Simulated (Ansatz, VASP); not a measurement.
**Two plane-wave programs on Ag**

```
CELL_PARAMETERS angstrom
-1.63703 1.65565 1.63703
1.67428 -1.65565 1.67428
1.63703 1.65565 -1.63703
ATOMIC_POSITIONS crystal
Ag 0.00000 0.00000 0.00000
```

Change from the starting cell: strain +0.0225 x Voigt [0, 0, 0, 0, 1, 0], atoms carried along.

Alike in both runs: task single point; functional PBEsol; k mesh 20 × 20 × 20; occupations gaussian, width 0.15 eV; no spin polarisation.

```csv
,VASP,Ansatz
version,VASP 6.6.1,Ansatz 0.2.0
potentials or method,"VASP PAW PBE potentials, release 64 (Ag), cutoff 520 eV","scalar-relativistic, plane waves, PAW"
valence electrons in the cell,11,19
```

|  | VASP | Ansatz | Ansatz less VASP |
| --- | --- | --- | --- |
| gap on the k mesh at the Fermi level (eV) | none | none | - |
| pressure (GPa) | -7.2 | -7.2 | +0.05 |
| traceless stress, the component that is largest in VASP (GPa) | -0.75 | -0.75 | +0.005 |

VASP's potentials were made for PBE, not for PBEsol. A gap of «none» marks a metal or a gap that the smearing closes. VASP's potentials hold 11 valence electrons a cell and Ansatz's 19, so a difference there can come from the potentials and not from the codes.
